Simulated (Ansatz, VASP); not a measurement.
Cs: VASP beside Ansatz

```xyz
4
Lattice="4.3752 -9.2282 0.0000 4.3752 9.2282 0.0000 0.0000 0.0000 5.5628" Properties=species:S:1:pos:R:3 pbc="T T T"
Cs    4.3752    6.7944    0.0096
Cs    4.3752   -2.4338    2.7718
Cs    4.3752   -6.7944    5.5532
Cs    4.3752    2.4338    2.7910
```

Alike in both runs: functional PBEsol; k mesh 6 × 6 × 8; occupations gaussian, width 0.1 eV; no spin polarisation.

Ansatz relaxed the structure, and its values are those at the end. VASP's run is a single point on that final structure, the one shown.

```csv
,VASP,Ansatz
version,VASP 6.6.1,Ansatz 0.2.0
potentials or method,"VASP PAW PBE potentials, release 64 (Cs_sv), cutoff 520 eV","scalar-relativistic, plane waves, PAW"
valence electrons in the cell,36,36
```

|  | VASP | Ansatz | Ansatz less VASP |
| --- | --- | --- | --- |
| gap on the k mesh at the Fermi level (eV) | none | none | - |
| pressure (GPa) | 0.0 | 0.0 | +0.01 |

VASP's potentials were made for PBE, not for PBEsol. A gap of «none» marks a metal or a gap that the smearing closes.

Neither program's run includes spin-orbit coupling.
